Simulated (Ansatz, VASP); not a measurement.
## Two plane-wave programs on B

```
B
1.0
    -2.17278    2.17278    0.80045
     2.17278   -2.17278    0.80045
     2.17278    2.17278   -0.80045
B
2
Direct
  0.00000 0.00000 0.00000
  0.75000 0.25000 0.50000
```

Alike in both runs: functional PBEsol; k mesh 36 × 36 × 36; occupations gaussian, width 0.1 eV; no spin polarisation.

Ansatz relaxed the structure, and its values are those at the end. VASP's run is a single point on that final structure, the one shown.

|  | VASP | Ansatz |
| --- | --- | --- |
| version | VASP 6.6.1 | Ansatz 0.2.0 |
| potentials or method | VASP PAW PBE potentials, release 64 (B), cutoff 520 eV | scalar-relativistic, plane waves, PAW |
| valence electrons in the cell | 6 | 6 |

VASP gave:

```
gap on the k mesh at the Fermi level (eV) : none
pressure (GPa)                            : 0.1
```

Task: What did Ansatz give for the same quantities?

Result: gap on the k mesh at the Fermi level (eV): none; pressure (GPa): 0.0.

VASP's potentials were made for PBE, not for PBEsol. A gap of «none» marks a metal or a gap that the smearing closes. With one functional, cell and mesh, what is left measures potentials, basis and numerics.
